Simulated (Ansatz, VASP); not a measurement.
## One calculation of NaH, two programs

Contents of INCAR:

```
PREC = Accurate ; ENCUT = 500
EDIFF = 1E-6 ; ISMEAR = 0
SIGMA = 0.05 ; LREAL = F
LASPH = T ; NELM = 120
ALGO = Normal ; ISIF = 2
LWAVE = F ; LCHARG = F
GGA = PS ; NBANDS = 11
GGA_COMPAT = F
```

The input KPOINTS:

```
regular mesh
0
Gamma
  10 10 10
```

Contents of POSCAR:

```
NaH
1.0
    2.9551240000      0.0000000000      0.0000000000
    0.0000000000      2.9551240000      0.0000000000
    0.0000000000      0.0000000000      2.9551240000
Na H
1 1
Direct
    0.0000000000      0.0000000000      0.0000000000
    0.5000000000      0.5000000000      0.5000000000
```

Input for Ansatz:

```yaml
crystal:
  lattice:
    - [2.955124, 0.0, 0.0]
    - [0.0, 2.955124, 0.0]
    - [0.0, 0.0, 2.955124]
  atoms:
    - { symbol: Na, position: [0.0, 0.0, 0.0] }
    - { symbol: H, position: [0.5, 0.5, 0.5] }
basis:
  ecutwfc: 420
kpoints:
  mp_grid: { grid: [10, 10, 10] }
hamiltonian:
  xc: pbesol
scf:
  occupations: { method: gaussian, width: 0.05 }
output:
  forces: true
  stress: true
  eigenvalues: true
```

Alike in both runs: task single point; functional PBEsol; k mesh 10 × 10 × 10; occupations gaussian, width 0.05 eV; no spin polarisation.

```csv
,VASP,Ansatz
version,VASP 6.6.1,Ansatz 0.2.0
potentials or method,"VASP PAW PBE potentials, release 64 (Na_pv, H), cutoff 500 eV","scalar-relativistic, plane waves, PAW"
valence electrons in the cell,8,10
```

|  | VASP | Ansatz | Ansatz less VASP |
| --- | --- | --- | --- |
| gap on the k mesh at the Fermi level (eV) | 0.80 | 0.81 | +0.001 |
| least direct gap on the mesh (eV) | 4.31 | 4.32 | +0.004 |
| pressure (GPa) | -0.5 | -0.4 | +0.07 |

VASP's potentials were made for PBE, not for PBEsol. VASP's potentials hold 8 valence electrons a cell and Ansatz's 10, so a difference there can come from the potentials and not from the codes.
